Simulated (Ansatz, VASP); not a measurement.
**HfN in VASP and in Ansatz**

```
Hf N
1.0
     0.00000    2.50297    2.50297
     2.50297    0.00000    2.50297
     2.50297    2.50297    0.00000
Hf N
1 1
Direct
  0.00000 0.00000 0.00000
  0.25000 0.25000 0.25000
```

Alike in both runs: task single point; functional HSE06; k mesh 6 × 6 × 6; occupations fermi-dirac, width 0.05 eV; no spin polarisation.

|  | VASP | Ansatz |
| --- | --- | --- |
| version | VASP 6.6.1 | Ansatz 0.2.0 |
| potentials or method | VASP PAW PBE potentials, release 64 (Hf_pv, N) | Ansatz PAW |
| plane-wave cutoff (eV) | 520 | 420 |
| valence electrons in the cell | 15 | 31 |

|  | VASP | Ansatz | Ansatz less VASP |
| --- | --- | --- | --- |
| gap on the k mesh at the Fermi level (eV) | none | none | - |
| pressure (GPa) | -14.7 | -12.3 | +2.41 |

A gap of «none» marks a metal or a gap that the smearing closes. The functional is the same, so the differences come from potentials, cutoffs and numerics. VASP's potentials hold 15 valence electrons a cell and Ansatz's 31, so a difference there can come from the potentials and not from the codes.

The k mesh is coarse, so the values compare programs but aren't converged. Spin-orbit coupling is off throughout.
